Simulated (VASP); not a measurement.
# Ti (Fm-3m) in VASP: notebook, part 3 of 3

VASP 6.6.1. The steps go on from the part before.

### 6 Single point, PBEsol (strain +0.050 along x and y, +0.050 along z)

INCAR

```
SYSTEM = Ti
  ALGO = Normal
  EDIFF = 1E-7
  ENCUT = 520
  GGA = PS
  ISIF = 2
  ISMEAR = 0
  LASPH = .TRUE.
  LCHARG = .TRUE.
  LELF = .TRUE.
  LREAL = .FALSE.
  LVHAR = .TRUE.
  LWAVE = .FALSE.
  NBANDS = 12
  NELM = 100
  PREC = Accurate
  SIGMA = 0.15
```

KPOINTS

```
k-points
0
G
  26 26 26
  0 0 0
```

POSCAR

```
Ti
1.0
    0.0000000000      2.1293172091      2.1293172091
    2.1293172091      0.0000000000      2.1293172091
    2.1293172091      2.1293172091      0.0000000000
Ti
1
Direct
    0.0000000000      0.0000000000      0.0000000000
```

Potentials or basis: VASP PAW PBE potentials, release 64 (Ti_sv).

Started as:

```console
> cat potpaw_PBE.64/Ti_sv/POTCAR > POTCAR
> mpirun -np 1 vasp_std > vasp.out
```

OUTCAR:

```text
SYSTEM = Ti
   EDIFF = 1E-7
   ENCUT = 520
   GGA = PS
   ISIF = 2
   ISMEAR = 0
   LASPH = .TRUE.
   LREAL = .FALSE.
   NELM = 100
   PREC = Accurate

 ion  position               nearest neighbor table
   1  0.000  0.000  0.000-

  LATTYP: Found a face centered cubic cell.
 ALAT       =     4.2586344182

  Lattice vectors:

 A1 = (   0.0000000000,   2.1293172091,   2.1293172091)
 A2 = (   2.1293172091,   0.0000000000,   2.1293172091)
 A3 = (   2.1293172091,   2.1293172091,   0.0000000000)

Analysis of symmetry for initial positions (statically):
=====================================================================
 Subroutine PRICEL returns:
 Original cell was already a primitive cell.

 Routine SETGRP: Setting up the symmetry group for a
 face centered cubic supercell.

 Subroutine GETGRP returns: Found 48 space group operations
 (whereof 48 operations were pure point group operations)
 out of a pool of 48 trial point group operations.

The static configuration has the point symmetry O_h .

Analysis of symmetry for dynamics (positions and initial velocities):
=====================================================================
 Subroutine PRICEL returns:
 Original cell was already a primitive cell.

 Routine SETGRP: Setting up the symmetry group for a
 face centered cubic supercell.

 Subroutine GETGRP returns: Found 48 space group operations
 (whereof 48 operations were pure point group operations)
 out of a pool of 48 trial point group operations.

The dynamic configuration has the point symmetry O_h .

 Subroutine INISYM returns: Found 48 space group operations
 (whereof 48 operations are pure point group operations),
 and found     1 'primitive' translations

----------------------------------------------------------------------------------------

                                     Primitive cell

  volume of cell :      19.3086

  direct lattice vectors                    reciprocal lattice vectors
     0.000000000  2.129317209  2.129317209    -0.234817057  0.234817057  0.234817057
     2.129317209  0.000000000  2.129317209     0.234817057 -0.234817057  0.234817057
     2.129317209  2.129317209  0.000000000     0.234817057  0.234817057 -0.234817057

  length of vectors
     3.011309276  3.011309276  3.011309276     0.406715073  0.406715073  0.406715073

  position of ions in fractional coordinates (direct lattice)
     0.000000000  0.000000000  0.000000000

  ion indices of the primitive-cell ions
   primitive index   ion index
                 1           1

----------------------------------------------------------------------------------------

 KPOINTS: k-points

Automatic generation of k-mesh.
 Grid dimensions read from file:
 generate k-points for:   26   26   26

 Generating k-lattice:

  Cartesian coordinates                     Fractional coordinates (reciprocal lattice)
    -0.009031425  0.009031425  0.009031425     0.038461538  0.000000000  0.000000000
     0.009031425 -0.009031425  0.009031425     0.000000000  0.038461538  0.000000000
     0.009031425  0.009031425 -0.009031425     0.000000000  0.000000000  0.038461538

  Length of vectors
     0.015642887  0.015642887  0.015642887

  Shift w.r.t. Gamma in fractional coordinates (k-lattice)
     0.000000000  0.000000000  0.000000000

 Subroutine IBZKPT returns following result:
 ===========================================

 Found    511 irreducible k-points:

 Following reciprocal coordinates:
            Coordinates               Weight
  0.000000  0.000000  0.000000      1.000000
  0.038462  0.000000  0.000000      8.000000
  0.076923  0.000000  0.000000      8.000000
  0.115385  0.000000  0.000000      8.000000
  0.153846  0.000000  0.000000      8.000000
  0.192308  0.000000  0.000000      8.000000
[... 16 lines left out ...]
  0.346154  0.038462  0.000000     24.000000
  0.384615  0.038462  0.000000     24.000000
 [... further k-points ...]
   k-points           NKPTS =    511   k-points in BZ     NKDIM =    511   number of bands    NBANDS=     12
   number of dos      NEDOS =    301   number of ions     NIONS =      1
   total plane-waves  NPLWV =  13824
   dimension x,y,z NGX =    24 NGY =   24 NGZ =   24
   dimension x,y,z NGXF=    48 NGYF=   48 NGZF=   48
   ions per type =               1
   NGX,Y,Z   is equivalent  to a cutoff of  13.25, 13.25, 13.25 a.u.
   NGXF,Y,Z  is equivalent  to a cutoff of  26.50, 26.50, 26.50 a.u.
 SYSTEM =  Ti
   PREC   = accura    normal or accurate (medium, high low for compatibility)
   ISTART =      0    job   : 0-new  1-cont  2-samecut
   ICHARG =      2    charge: 1-file 2-atom 10-const
   ISPIN  =      1    spin polarized calculation?
   LNONCOLLINEAR =      F non collinear calculations
   LSORBIT =      F    spin-orbit coupling
   LASPH  =      T    aspherical Exc in radial PAW
   ENCUT  =  520.0 eV  38.22 Ry    6.18 a.u.   5.60  5.60  5.60*2*pi/ulx,y,z
   NELM   =    100;   NELMIN=  2; NELMDL= -5     # of ELM steps
   EDIFF  = 0.1E-06   stopping-criterion for ELM
   LREAL  =      F    real-space projection
   EDIFFG = 0.1E-05   stopping-criterion for IOM
   NSW    =      0    number of steps for IOM
   IBRION =     -1    ionic relax: 0-MD 1-quasi-New 2-CG
   NFREE  =      0    steps in history (QN), initial steepest desc. (CG)
   ISIF   =      2    stress and relaxation
   ISYM   =      2    0-nonsym 1-usesym 2-fastsym
   POTIM  = 0.5000    time-step for ionic-motion
   TEBEG  =    0.0;   TEEND  =   0.0 temperature during run
   PSTRESS=    0.0 pullay stress
   NELECT =      12.0000    total number of electrons
   NUPDOWN=      -1.0000    fix difference up-down
   EMIN   =  10.00;   EMAX   =-10.00  energy-range for DOS
   EFERMI =   0.00;   METHOD = LEGACY
   ISMEAR =     0;   SIGMA  =   0.15  broadening in eV -4-tet -1-fermi 0-gaus
   EFERMI_NEDOS =   21; number of points for ismear=-14 and -15
   IALGO  =     38    algorithm
   IMIX   =      4    mixing-type and parameters
     AMIX     =   0.40;   BMIX     =  1.00
     AMIX_MAG =   1.60;   BMIX_MAG =  1.00
  volume/ion in A,a.u.               =      19.31       130.30
  Fermi-wavevector in a.u.,A,eV,Ry     =   1.397070  2.640080 26.555920  1.951805
  Thomas-Fermi vector in A             =   2.520362
   LORBIT       =      0    0 simple, 1 ext, 2 COOP (PROOUT), +10 PAW based schemes
   GGA     = PS    functional components
   LHFCALC =     F    Hartree Fock is set to
   AEXX    =    0.0000 exact exchange contribution
   IVDW    =     0    specifies the selected vdW correction
   LEPSILON=     F    determine dielectric tensor
   LRPA    =     F    only Hartree local field effects (RPA)
 non-spin polarized calculation
 Gauss-broadening in eV      SIGMA  =   0.15
  energy-cutoff  :      520.00
  volume of cell :       19.31
 maximum number of plane-waves:       534
   NGX = 11   NGY = 11   NGZ = 11

 number of electron      12.0000004 magnetization

 Free energy of the ion-electron system (eV)
  ---------------------------------------------------
  ext. energy  EPLUGINS =         0.00000000
  ---------------------------------------------------
  free energy    TOTEN  =        -8.17286459 eV

  energy without entropy =       -8.15069987  energy(sigma->0) =       -8.16178223

 E-fermi :   7.0218     XC(G=0): -11.1399

 val. band max:        7.0213074418   @ k =  -0.3077   0.4231   0.1538
 cond. band min:       7.0221984034   @ k =  -0.3462   0.2692   0.0000
 fundamental gap:      0.0008909616
 Fermi energy:         7.0217570899

 k-point     1 :       0.0000    0.0000    0.0000
  band No.  band energies     occupation
      1     -49.6508      2.00000
      2     -25.7070      2.00000
      3     -25.7070      2.00000
      4     -25.7070      2.00000
      5       1.1931      2.00000
      6       7.8246      0.00000
      7       7.8246      0.00000
      8       7.8246      0.00000
      9       9.2225      0.00000
     10       9.2225      0.00000
     11      21.7092      0.00000
     12      25.6256      0.00000
[... 331 lines left out ...]
 k-point    24 :       0.3846    0.0385    0.0000
  band No.  band energies     occupation
      1     -49.5825      2.00000
      2     -26.1099      2.00000
      3     -25.7652      2.00000
      4     -25.7611      2.00000
      5       4.1880      2.00000
      6       7.0207      1.00827
      7       7.8129      0.00000
      8       7.8775      0.00000
      9       9.7966      0.00000
     10       9.9287      0.00000
     11      15.7569      0.00000
     12      21.4247      0.00000

 [... further k-points ...]

------------------------ aborting loop because EDIFF is reached ----------------------------------------

  FORCE on cell =-STRESS in cart. coord.  units (eV):
  Direction    XX          YY          ZZ          XY          YZ          ZX
  --------------------------------------------------------------------------------------
  -------------------------------------------------------------------------------------
  Total       -1.5695997     -1.5695997     -1.5695997     -0.0000000     -0.0000000      0.0000000
  in kB     -130.2412040   -130.2412040   -130.2412040     -0.0000000     -0.0000000      0.0000000
  external PRESSURE =    -130.2412040 kB  Pullay stress =       0.0000000 kB

 VOLUME and BASIS-vectors are now :
 -----------------------------------------------------------------------------
  energy-cutoff  :      520.00
  volume of cell :       19.31
      direct lattice vectors                 reciprocal lattice vectors
     0.000000000  2.129317209  2.129317209    -0.234817057  0.234817057  0.234817057
     2.129317209  0.000000000  2.129317209     0.234817057 -0.234817057  0.234817057
     2.129317209  2.129317209  0.000000000     0.234817057  0.234817057 -0.234817057

 POSITION                                       TOTAL-FORCE (eV/Angst)
 -----------------------------------------------------------------------------------
      0.00000      0.00000      0.00000        -0.000000      0.000000      0.000000
 -----------------------------------------------------------------------------------
    total drift:                               -0.000000      0.000000      0.000000

  FREE ENERGIE OF THE ION-ELECTRON SYSTEM (eV)
  ---------------------------------------------------
  free  energy   TOTEN  =        -8.1728645885 eV

  energy  without entropy=       -8.1506998663  energy(sigma->0) =       -8.16178223
```

OSZICAR:

```text
N       E                     dE             d eps       ncg     rms          rms(c)
DAV:   1     0.867132261289E+02    0.86713E+02   -0.65246E+03 12280   0.117E+03
DAV:   2    -0.499434318678E+01   -0.91708E+02   -0.89400E+02 12488   0.293E+02
DAV:   3    -0.939324756463E+01   -0.43989E+01   -0.43495E+01 17356   0.656E+01
DAV:   4    -0.949651183140E+01   -0.10326E+00   -0.10311E+00 13860   0.886E+00
DAV:   5    -0.949913993609E+01   -0.26281E-02   -0.26280E-02 15048   0.126E+00    0.799E+00
DAV:   6    -0.819355581455E+01    0.13056E+01   -0.27370E+00 13304   0.238E+01    0.191E+00
DAV:   7    -0.816965249737E+01    0.23903E-01   -0.10546E-01 15208   0.345E+00    0.122E+00
DAV:   8    -0.817298473035E+01   -0.33322E-02   -0.36975E-02 12772   0.275E+00    0.216E-01
DAV:   9    -0.817288771166E+01    0.97019E-04   -0.54400E-03 15944   0.912E-01    0.817E-02
DAV:  10    -0.817287337307E+01    0.14339E-04   -0.33353E-04 13408   0.228E-01    0.219E-02
DAV:  11    -0.817287020440E+01    0.31687E-05   -0.25564E-05 14968   0.682E-02    0.165E-02
DAV:  12    -0.817286450178E+01    0.57026E-05   -0.12193E-05 13784   0.443E-02    0.108E-03
DAV:  13    -0.817286458850E+01   -0.86721E-07   -0.27623E-07 15144   0.631E-03
   1 F= -.81728646E+01 E0= -.81617822E+01  d E =-.221647E-01
```

Run time: 68 s. Hardware: 1 thread of Intel Xeon Platinum 8488C (Sapphire Rapids), shared host; peak memory 0.23 GiB.

Results:

* Free energy: -8.1729 eV
* Pressure: -13.0 GPa
* Band gap on the k mesh: zero (band 6 reaches 7.82 eV, above the bottom of band 7 at 6.59 eV)

Levels at points of the mesh, in eV from the Fermi level:
| k point | band 2 | band 3 | band 4 | band 5 | band 6 | band 7 | band 8 | band 9 | band 10 | band 11 |
| --- | --- | --- | --- | --- | --- | --- | --- | --- | --- | --- |
| (0.00, 0.00, 0.00) | -32.73 | -32.73 | -32.73 | -5.83 | 0.80 | 0.80 | 0.80 | 2.20 | 2.20 | 14.69 |
| (0.50, 0.00, 0.00) | -33.20 | -32.79 | -32.79 | -2.36 | 0.43 | 0.70 | 0.70 | 3.13 | 3.13 | 7.12 |
| (0.50, 0.50, 0.00) | -33.17 | -32.90 | -32.90 | -2.24 | -1.45 | 2.42 | 3.12 | 3.38 | 3.38 | 9.36 |

Caveat: the cell differs from its parent crystal (strain +0.050 along x and y, +0.050 along z); the PAW data sets were made with another functional, which shifts forces and pressure a little.

### 7 Summary

```csv
cell,gap on the mesh (eV),pressure (GPa)
"a = 2.725 Å, angles 60.0°, 1 atom",none,22.2
"a = 2.796 Å, angles 60.0°, 1 atom",none,9.5
"a = 2.940 Å, angles 60.0°, 1 atom",none,-7.6
"a = 3.011 Å, angles 60.0°, 1 atom",none,-13.0
```

Alike in all rows: task single point; level PBEsol; potentials or basis VASP PAW PBE potentials, release 64 (Ti_sv); no spin polarisation; k mesh 26 × 26 × 26; cutoff (eV) 520; smearing gaussian 0.15 eV.

Caveats: the PAW data sets were made with another functional, which shifts forces and pressure a little.

Absolute energies hang on the potentials; compare differences alone.
